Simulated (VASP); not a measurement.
The system is CdO.

```
Cd O
1.0
     0.00000    2.35300    2.35300
     2.35300    0.00000    2.35300
     2.35300    2.35300    0.00000
Cd O
1 1
Direct
  0.00000 0.00000 0.00000
  0.50000 0.50000 0.50000
```

Base run:

* Program: VASP 6.6.1
* Functional: r2SCAN
* Potentials or basis: VASP PAW PBE potentials, release 64 (Cd_sv_GW, O)
* Cutoff: 770 eV
* k mesh: 6 × 6 × 6
* Occupations: fermi-dirac, width 0.02 eV
* Spin: no spin polarisation

Its results: band gap on the k mesh 0.10 eV (least direct gap 1.46 eV); pressure -0.4 GPa.

Q: The run is repeated on the same cell with these changes: functional from r2SCAN to r2SCAN50; cutoff from 770 eV to 580 eV; k mesh from 6 × 6 × 6 to 4 × 4 × 4. What comes out?

A: Band gap on the k mesh 4.21 eV (least direct gap 5.61 eV); pressure -7.2 GPa.

Several settings changed at once.

Caveats: some runs use coarse meshes; the PAW data sets were made with another functional, which shifts forces and pressure a little; semilocal functionals underestimate gaps, and a narrow one can read as zero (at least some runs).

A k mesh can miss the band edges.
